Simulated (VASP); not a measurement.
A run of VASP 6.6.1 is set up as follows.

Contents of INCAR:

```
PREC = Accurate
ENCUT = 520
EDIFF = 1E-6
ISMEAR = -1
SIGMA = 0.1
LREAL = False
LASPH = True
NELM = 80
ALGO = Normal
ISIF = 2
LWAVE = False
LCHARG = False
GGA = PE
NBANDS = 12
```

Contents of KPOINTS:

```
regular mesh
0
Gamma
  16 16 16
```

The input POSCAR:

```
Li
1.0
    1.4687129674      0.8479618271      7.1478095213
   -1.4687129674      0.8479618271      7.1478095213
    0.0000000000     -1.6959236542      7.1478095213
Li
3
Direct
    0.0000000000      1.0000000000      1.0000000000
    0.2221855009      0.2221855009      0.2221855009
    0.7778144991      0.7778144991      0.7778144991
```

Potentials or basis: VASP PAW PBE potentials, release 64 (Li_sv).

The run is started by

```console
$ cat potpaw_PBE.64/Li_sv/POTCAR > POTCAR
$ mpirun -np 1 vasp_std > vasp.out
```

Problem. Estimate the band gap on the k mesh.

Solution. Zero (an odd number of electrons rules out a gap without spin polarisation).

Problem. Predict the largest force.

Solution. 0.003 eV/Å.

Forces on the atoms (eV/Å):
```
Li   0.000  0.000  0.000
Li   0.000  0.000  0.003
Li   0.000  0.000 -0.003
```
